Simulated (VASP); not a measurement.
# Ta2N (P-3m1) in VASP: further runs, part 2 of 2

VASP 6.6.1. The steps go on from the part before.

## 4. Relaxation of cell and atoms, LDA

This run uses another cell than the first one, of 12.98 Å³/atom.

The input, INCAR:

```
ALGO = Fast
EDIFF = 1E-6
EDIFFG = -0.002
ENCUT = 600
IBRION = 2
ISIF = 3
ISMEAR = 0
LASPH = True
LCHARG = False
LREAL = False
LWAVE = False
NELM = 100
NSW = 100
PREC = Accurate
SIGMA = 0.1
```

The input, KPOINTS:

```
k-points
0
Gamma
  15 15 10
```

The input, POSCAR:

```
Ta2N
1.0
    3.0676288313     -0.0000000028      0.0000000000
   -1.5338144132      2.6566444987      0.0000000000
    0.0000000000      0.0000000000      4.7771565686
Ta N
2 1
Direct
    0.6666666667      0.3333333333      0.7479701696
    0.3333333333      0.6666666667      0.2520298304
    0.0000000000      0.0000000000      0.0000000000
```

Potentials or basis: VASP PAW LDA potentials, release 64 (Ta_pv, N).

Run with:

```
$ cat potpaw_LDA.64/Ta_pv/POTCAR potpaw_LDA.64/N/POTCAR > POTCAR
$ mpirun -np 1 vasp_std > vasp.out
```

It took 18 min on 1 thread of Oxide Virtual Turin-like, shared host; peak memory 0.28 GiB.

It converged, with:

```yaml
Free_energy: -37.6587 eV
Relaxed_volume: 13.02 Å³/atom
Relaxed_cell: a = 3.067 Å, b = 3.067 Å, c = 4.793 Å, α = 90.00°, β = 90.00°, γ = 120.00°
Space_group_after_relaxing_to_0.1_Å: P-3m1 (No. 164)
Energy_gained_by_relaxing: 0.6 meV/atom
Ionic_steps: 13
Pressure_after_relaxing: 0.0 GPa
Band_gap_on_the_k_mesh: zero (an odd number of electrons rules out a gap without spin polarisation)
```

Step by step:
| step | energy change (eV) | largest force (eV/Å) | pressure (GPa) | volume (Å³) |
| --- | --- | --- | --- | --- |
| 1 | 0.0000 | 0.1655 | 1.41 | 38.93 |
| 2 | 0.0056 | 0.1510 | -4.14 | 39.58 |
| 3 | -0.0012 | 0.0686 | -0.30 | 39.12 |
| 4 | -0.0016 | 0.0022 | -0.02 | 39.06 |
| 5 | -0.0016 | 0.0116 | 0.00 | 39.05 |
| 6 | -0.0017 | 0.0042 | 0.11 | 39.04 |
| 7 | -0.0017 | 0.0039 | 0.09 | 39.04 |
| 8 | -0.0017 | 0.0046 | -0.22 | 39.08 |
| 9 | -0.0017 | 0.0023 | -0.03 | 39.05 |
| 10 | -0.0017 | 0.0025 | -0.01 | 39.05 |
| 11 | -0.0017 | 0.0023 | 0.02 | 39.05 |
| 12 | -0.0017 | 0.0008 | 0.02 | 39.05 |
| 13 | -0.0017 | 0.0004 | 0.01 | 39.05 |

Final structure:
```cif
data_structure
_symmetry_space_group_name_H-M 'P 1'
_symmetry_Int_Tables_number 1
_cell_length_a 3.0673
_cell_length_b 3.0673
_cell_length_c 4.7931
_cell_angle_alpha 90.000
_cell_angle_beta 90.000
_cell_angle_gamma 120.000
_cell_volume 39.05
loop_
_atom_site_label
_atom_site_type_symbol
_atom_site_fract_x
_atom_site_fract_y
_atom_site_fract_z
_atom_site_occupancy
Ta1 Ta 0.66667 0.33333 0.74660 1
Ta2 Ta 0.33333 0.66667 0.25340 1
N1 N 0.00000 0.00000 0.00000 1
```

Levels at points of the mesh, in eV from the Fermi level:
| k point | band 12 | band 13 | band 14 | band 15 | band 16 | band 17 |
| --- | --- | --- | --- | --- | --- | --- |
| (0.00, 0.00, 0.00) | -0.69 | -0.27 | -0.27 | 0.26 | 0.26 | 0.39 |
| (0.00, 0.00, 0.50) | -2.56 | -1.20 | -1.20 | 1.92 | 2.29 | 2.38 |

Caveat: spin-orbit coupling is left out, which moves the levels of the heavy elements.

## 5. Relaxation of shape and atoms at fixed volume, LDA (13.34 Å³/atom)

This run uses another cell than the first one, of 13.34 Å³/atom.

The input, INCAR:

```
SYSTEM = Ta2N
PREC = Accurate
ENCUT = 600
EDIFF = 1E-6
ISMEAR = 0
SIGMA = 0.1
LREAL = .False.
LASPH = .True.
NELM = 60
ALGO = Fast
ISIF = 4
LWAVE = .False.
LCHARG = .False.
IBRION = 2
NSW = 50
EDIFFG = -0.01
```

The input, KPOINTS:

```
Automatic mesh
0
Gamma
  15 15 10
  0 0 0
```

The input, POSCAR:

```
Ta2N
1.0
    3.0922156506     -0.0000000028      0.0000000000
   -1.5461078228      2.6779373088      0.0000000000
    0.0000000000      0.0000000000      4.8346691584
Ta N
2 1
Direct
    0.6666666667      0.3333333333      0.7466925287
    0.3333333333      0.6666666667      0.2533074713
    0.0000000000      0.0000000000      0.0000000000
```

Potentials or basis: VASP PAW LDA potentials, release 64 (Ta_pv, N).

Run with:

```
$ cat potpaw_LDA.64/Ta_pv/POTCAR potpaw_LDA.64/N/POTCAR > POTCAR
$ mpirun -np 1 vasp_std > vasp.out
```

OUTCAR:

```text
SYSTEM = Ta2N
   PREC = Accurate
   ENCUT = 600
   EDIFF = 1E-6
   ISMEAR = 0
   LREAL = .False.
   LASPH = .True.
   NELM = 60
   ISIF = 4
   IBRION = 2
   NSW = 50
   EDIFFG = -0.01

 ion  position               nearest neighbor table
   1  0.667  0.333  0.747-   3 2.16   3 2.16   3 2.16   2 2.98   2 2.98   2 2.98   2 3.03   2 3.03
                             2 3.03
   2  0.333  0.667  0.253-   3 2.16   3 2.16   3 2.16   1 2.98   1 2.98   1 2.98   1 3.03   1 3.03
                             1 3.03
   3  0.000  0.000  0.000-   1 2.16   2 2.16   2 2.16   1 2.16   1 2.16   2 2.16

  LATTYP: Found a hexagonal cell.
 ALAT       =     3.0922156506
 C/A-ratio  =     1.5634967624

  Lattice vectors:

 A1 = (   3.0922156506,  -0.0000000028,   0.0000000000)
 A2 = (  -1.5461078228,   2.6779373088,   0.0000000000)
 A3 = (   0.0000000000,   0.0000000000,   4.8346691584)

Analysis of symmetry for initial positions (statically):
=====================================================================
 Subroutine PRICEL returns:
 Original cell was already a primitive cell.

 Routine SETGRP: Setting up the symmetry group for a
 hexagonal supercell.
[... 175 lines left out ...]

  FORCE on cell =-STRESS in cart. coord.  units (eV):
  Direction    XX          YY          ZZ          XY          YZ          ZX
  --------------------------------------------------------------------------------------
  -------------------------------------------------------------------------------------
  Total       -1.8343782     -1.8343782     -1.8889653     -0.0000000      0.0000000      0.0000000
  in kB      -73.4112346    -73.4112346    -75.5957910     -0.0000000      0.0000000      0.0000000
  external PRESSURE =     -74.1394201 kB  Pullay stress =       0.0000000 kB
[... 98 lines left out ...]
--------------------------------------- Ionic step        4  -------------------------------------------

 number of electron      27.0000000 magnetization

 Free energy of the ion-electron system (eV)
  ---------------------------------------------------
  ext. energy  EPLUGINS =         0.00000000
  ---------------------------------------------------
  free energy    TOTEN  =       -37.63767060 eV

  energy without entropy =      -37.63230464  energy(sigma->0) =      -37.63498762

 E-fermi :   7.4986     XC(G=0): -13.1485

 val. band max:        7.4710648960   @ k =   0.2000   0.0667   0.0000
 cond. band min:       7.5183404924   @ k =   0.0000   0.3333   0.4000
 fundamental gap:      0.0472755964
 Fermi energy:         7.4985767163

 k-point     1 :       0.0000    0.0000    0.0000
  band No.  band energies     occupation
      1     -27.9850      2.00000
      2     -27.2004      2.00000
      3     -27.2004      2.00000
      4     -27.0625      2.00000
      5     -27.0625      2.00000
      6     -26.9241      2.00000
[... 457 lines left out ...]
      4     -27.4442      2.00000
      5     -27.2868      2.00000
      6     -27.2354      2.00000
[... 9 lines left out ...]
     16      10.3277      0.00000
     17      11.2012      0.00000

 [... further k-points ...]
[... 5 lines left out ...]
  --------------------------------------------------------------------------------------
  -------------------------------------------------------------------------------------
  Total       -1.7300969     -1.7300969     -1.7624618     -0.0000000      0.0000000      0.0000000
  in kB      -69.2379311    -69.2379311    -70.5331633     -0.0000000      0.0000000      0.0000000
  external PRESSURE =     -69.6696752 kB  Pullay stress =       0.0000000 kB
[... 18 lines left out ...]
  FREE ENERGIE OF THE ION-ELECTRON SYSTEM (eV)
  ---------------------------------------------------
  free  energy   TOTEN  =       -37.6376705971 eV

  energy  without entropy=      -37.6323046421  energy(sigma->0) =      -37.63498762

 reached required accuracy - stopping structural energy minimisation
```

OSZICAR:

```text
N       E                     dE             d eps       ncg     rms          rms(c)
DAV:   1     0.220149673891E+03    0.22015E+03   -0.16767E+04  8092   0.181E+03
DAV:   2    -0.321328019835E+02   -0.25228E+03   -0.24951E+03  9532   0.458E+02
[... 33 lines left out ...]
DAV:   1    -0.376383394787E+02   -0.86927E-03   -0.48692E-02  8481   0.193E+00    0.146E-01
RMM:   2    -0.376378248505E+02    0.51463E-03   -0.12713E-03  8477   0.306E-01    0.768E-02
RMM:   3    -0.376376664230E+02    0.15843E-03   -0.43478E-04  8290   0.144E-01    0.178E-02
RMM:   4    -0.376376684511E+02   -0.20281E-05   -0.10831E-04  9079   0.620E-02    0.170E-02
RMM:   5    -0.376376703778E+02   -0.19266E-05   -0.22213E-05  8231   0.249E-02    0.179E-02
RMM:   6    -0.376376705971E+02   -0.21935E-06   -0.31548E-06  5398   0.966E-03
   4 F= -.37637671E+02 E0= -.37634988E+02  d E =-.200022E-03
```

CONTCAR:

```text
Ta2N
   1.00000000000000
     3.0960578068954723   -0.0000000028084655    0.0000000000000000
    -1.5480289009489483    2.6812647137613563   -0.0000000000000000
    -0.0000000000000000   -0.0000000000000000    4.8226771157936454
  Ta              N
     2     1
Direct
     0.6666666667000030    0.3333333332999970    0.7483328226854293
     0.3333333332999970    0.6666666667000030    0.2516671773145707
     0.0000000000000000    0.0000000000000000    0.0000000000000000

  0.00000000E+00  0.00000000E+00  0.00000000E+00
  0.00000000E+00  0.00000000E+00  0.00000000E+00
  0.00000000E+00  0.00000000E+00  0.00000000E+00
```

It took 6.6 min on 1 thread of Oxide Virtual Turin-like, shared host; peak memory 0.28 GiB.

Results:

| Quantity | Value |
| --- | --- |
| Free energy | -37.6377 eV |
| Energy gained by relaxing | 0.4 meV/atom |
| Ionic steps | 4 |
| Pressure after relaxing | -7.0 GPa |
| Band gap on the k mesh | zero (an odd number of electrons rules out a gap without spin polarisation) |

Forces in eV/Å, atoms in the order of the input:
```
Ta   0.000  0.000  0.002
Ta   0.000  0.000 -0.002
N    0.000  0.000  0.000
```

Step by step:
```
step  energy change (eV)  largest force (eV/Å)  pressure (GPa)  volume (Å³)
   1              0.0000                0.1552           -7.41        40.03
   2             -0.0011                0.0128           -6.99        40.03
   3             -0.0011                0.0037           -7.01        40.03
   4             -0.0013                0.0021           -6.97        40.03
```

Final structure:
```
Ta N
1.0
     3.09606    0.00000    0.00000
    -1.54803    2.68126    0.00000
     0.00000    0.00000    4.82268
Ta N
2 1
Direct
  0.66667 0.33333 0.74833
  0.33333 0.66667 0.25167
  0.00000 0.00000 0.00000
```

Levels at points of the mesh, in eV from the Fermi level:
```csv
k point,band 11,band 12,band 13,band 14,band 15,band 16
"(0.00, 0.00, 0.00)",-4.72,-0.64,-0.28,-0.28,0.23,0.23
"(0.00, 0.00, 0.50)",-2.70,-2.59,-1.19,-1.19,1.87,2.09
```

Caveat: spin-orbit coupling is left out, which moves the levels of the heavy elements.

## 6. Relaxation of shape and atoms at fixed volume, LDA (13.73 Å³/atom)

The input, INCAR:

```
PREC = Accurate
ENCUT = 600
EDIFF = 1E-6
ISMEAR = 0
SIGMA = 0.1
LREAL = F
LASPH = T
NELM = 80
ALGO = Fast
ISIF = 4
LWAVE = F
LCHARG = F
GGA = CA
IBRION = 2
NSW = 50
EDIFFG = -0.01
```

The input, KPOINTS:

```
Automatic mesh
0
Gamma
  15 15 10
```

The input, POSCAR:

```
Ta2N
1.0
    3.1268622431     -0.0000000029      0.0000000000
   -1.5634311190      2.7079421381      0.0000000000
    0.0000000000      0.0000000000      4.8658358272
Ta N
2 1
Direct
    0.6666666667      0.3333333333      0.7488587060
    0.3333333333      0.6666666667      0.2511412940
    0.0000000000      0.0000000000      0.0000000000
```

Potentials or basis: VASP PAW LDA potentials, release 64 (Ta_pv, N).

Run with:

```
$ cat potpaw_LDA.64/Ta_pv/POTCAR potpaw_LDA.64/N/POTCAR > POTCAR
$ mpirun -np 1 vasp_std > vasp.out
```

OUTCAR:

```text
PREC = Accurate
   ENCUT = 600
   EDIFF = 1E-6
   ISMEAR = 0
   LREAL = F
   LASPH = T
   NELM = 80
   ISIF = 4
   GGA = CA
   IBRION = 2
   NSW = 50
   EDIFFG = -0.01

 ion  position               nearest neighbor table
   1  0.667  0.333  0.749-   3 2.18   3 2.18   3 2.18   2 3.02   2 3.02   2 3.02   2 3.04   2 3.04
                             2 3.04
   2  0.333  0.667  0.251-   3 2.18   3 2.18   3 2.18   1 3.02   1 3.02   1 3.02   1 3.04   1 3.04
                             1 3.04
   3  0.000  0.000  0.000-   1 2.18   2 2.18   2 2.18   1 2.18   1 2.18   2 2.18

  LATTYP: Found a hexagonal cell.
 ALAT       =     3.1268622431
 C/A-ratio  =     1.5561401331

  Lattice vectors:

 A1 = (   3.1268622431,  -0.0000000029,   0.0000000000)
 A2 = (  -1.5634311190,   2.7079421381,   0.0000000000)
 A3 = (   0.0000000000,   0.0000000000,   4.8658358272)

Analysis of symmetry for initial positions (statically):
[... 293 lines left out ...]
  ext. energy  EPLUGINS =         0.00000000
  ---------------------------------------------------
  free energy    TOTEN  =       -37.56155071 eV

  energy without entropy =      -37.55616354  energy(sigma->0) =      -37.55885712

 E-fermi :   7.2245     XC(G=0): -12.9942

 val. band max:        7.2110459691   @ k =   0.2000   0.0667   0.2000
 cond. band min:       7.2541926893   @ k =  -0.0667   0.3333   0.1000
 fundamental gap:      0.0431467202
 Fermi energy:         7.2244549318

 k-point     1 :       0.0000    0.0000    0.0000
  band No.  band energies     occupation
      1     -28.2559      2.00000
      2     -27.5603      2.00000
      3     -27.5603      2.00000
      4     -27.4310      2.00000
      5     -27.4310      2.00000
      6     -27.2843      2.00000
[... 457 lines left out ...]
      4     -27.7601      2.00000
      5     -27.6274      2.00000
      6     -27.5699      2.00000
[... 9 lines left out ...]
     16       9.9310      0.00000
     17      10.9013      0.00000

 [... further k-points ...]
[... 5 lines left out ...]
  --------------------------------------------------------------------------------------
  -------------------------------------------------------------------------------------
  Total       -3.5973111     -3.5973111     -3.6176280     -0.0000000      0.0000000      0.0000000
  in kB     -139.8888194   -139.8888194   -140.6788813     -0.0000000      0.0000000      0.0000000
  external PRESSURE =    -140.1521734 kB  Pullay stress =       0.0000000 kB
[... 18 lines left out ...]
  FREE ENERGIE OF THE ION-ELECTRON SYSTEM (eV)
  ---------------------------------------------------
  free  energy   TOTEN  =       -37.5615507084 eV

  energy  without entropy=      -37.5561635381  energy(sigma->0) =      -37.55885712

 reached required accuracy - stopping structural energy minimisation
```

OSZICAR:

```text
N       E                     dE             d eps       ncg     rms          rms(c)
DAV:   1     0.218716350524E+03    0.21872E+03   -0.16745E+04  8100   0.181E+03
DAV:   2    -0.318974782851E+02   -0.25061E+03   -0.24785E+03  9524   0.455E+02
[... 32 lines left out ...]
DAV:   1    -0.375622060902E+02   -0.82487E-03   -0.46201E-02  8451   0.187E+00    0.143E-01
RMM:   2    -0.375617002693E+02    0.50582E-03   -0.11723E-03  8469   0.288E-01    0.749E-02
RMM:   3    -0.375615470334E+02    0.15324E-03   -0.41273E-04  8298   0.138E-01    0.172E-02
RMM:   4    -0.375615486436E+02   -0.16102E-05   -0.10460E-04  9100   0.602E-02    0.162E-02
RMM:   5    -0.375615505257E+02   -0.18821E-05   -0.21928E-05  8205   0.246E-02    0.168E-02
RMM:   6    -0.375615507084E+02   -0.18268E-06   -0.33260E-06  5505   0.975E-03
   4 F= -.37561551E+02 E0= -.37558857E+02  d E =-.169410E-03
```

CONTCAR:

```text
Ta2N
   1.00000000000000
     3.1308680793682253   -0.0000000029090829    0.0000000000000000
    -1.5654340371354942    2.7114112940783839   -0.0000000000000000
     0.0000000000000000   -0.0000000000000000    4.8533924590074990
  Ta              N
     2     1
Direct
     0.6666666667000030    0.3333333332999970    0.7506640474670655
     0.3333333332999970    0.6666666667000030    0.2493359525329346
     1.0000000000000000    1.0000000000000000    0.0000000000000000

  0.00000000E+00  0.00000000E+00  0.00000000E+00
  0.00000000E+00  0.00000000E+00  0.00000000E+00
  0.00000000E+00  0.00000000E+00  0.00000000E+00
```

Wall time 7.5 min (1 thread of Oxide Virtual Turin-like, shared host); peak memory 0.28 GiB.

Results:

```
Free energy               : -37.5616 eV
Energy gained by relaxing : 0.5 meV/atom
Ionic steps               : 4
Pressure after relaxing   : -14.0 GPa
Band gap on the k mesh    : zero (an odd number of electrons rules out a gap without spin polarisation)
```

Step by step:
```csv
step,energy change (eV),largest force (eV/Å),pressure (GPa),volume (Å³)
1,0.0000,0.1595,-14.53,41.20
2,-0.0014,0.0040,-14.08,41.20
3,-0.0014,0.0046,-14.05,41.20
4,-0.0015,0.0017,-14.02,41.20
```

Final structure:
```
Ta N
1.0
     3.13087    0.00000    0.00000
    -1.56543    2.71141    0.00000
     0.00000    0.00000    4.85339
Ta N
2 1
Direct
  0.66667 0.33333 0.75066
  0.33333 0.66667 0.24934
  0.00000 0.00000 0.00000
```

Levels at points of the mesh, in eV from the Fermi level:
```
           k point  band 10  band 11  band 12  band 13  band 14  band 15  band 16  band 17
(0.00, 0.00, 0.00)    -6.22    -4.71    -0.56    -0.31    -0.31     0.19     0.19     0.47
(0.00, 0.00, 0.50)    -6.38    -2.60    -2.51    -1.18    -1.18     1.82     1.85     2.14
```

Caveat: spin-orbit coupling is left out, which moves the levels of the heavy elements.

## 7. Overview

```tsv
task	potentials or basis	cell	k mesh	cutoff (eV)	gap on the mesh (eV)	pressure (GPa)	largest force (eV/Å)
single point	VASP PAW LDA potentials, release 64 (Ta_sv_GW, N)	a = 3.131, b = 3.131, c = 4.853 Å, angles 90.0, 90.0, 120.0°, 3 atoms, atomic positions A	15 × 15 × 10	700	none	-14.5	0.03
single point	VASP PAW LDA potentials, release 64 (Ta_sv_GW, N)	a = 3.113, b = 3.113, c = 4.870 Å, angles 90.0, 90.0, 120.0°, 3 atoms, atomic positions B	6 × 6 × 4	700	none	-13.7	0.67
relaxation of cell and atoms	VASP PAW LDA potentials, release 64 (Ta_pv, N)	relaxed from a = 3.068, b = 3.068, c = 4.777 Å, angles 90.0, 90.0, 120.0°, 3 atoms, atomic positions C	15 × 15 × 10	600	none	0.0	-
relaxation of shape and atoms at fixed volume	VASP PAW LDA potentials, release 64 (Ta_pv, N)	relaxed from a = 3.092, b = 3.092, c = 4.835 Å, angles 90.0, 90.0, 120.0°, 3 atoms, atomic positions D	15 × 15 × 10	600	none	-7.0	-
relaxation of shape and atoms at fixed volume	VASP PAW LDA potentials, release 64 (Ta_pv, N)	relaxed from a = 3.127, b = 3.127, c = 4.866 Å, angles 90.0, 90.0, 120.0°, 3 atoms, atomic positions E	15 × 15 × 10	600	none	-14.0	-
```

Alike in all rows: level LDA; no spin polarisation; smearing gaussian 0.1 eV.

Caveats: some runs use coarse meshes; spin-orbit coupling is left out, which moves the levels of the heavy elements; the cell stands under tension (at least some runs).

Total energies depend on the potentials used, so only differences within one code and one set of settings carry meaning.

The gap in the log of VASP goes by the Fermi energy; the results here count the filled bands.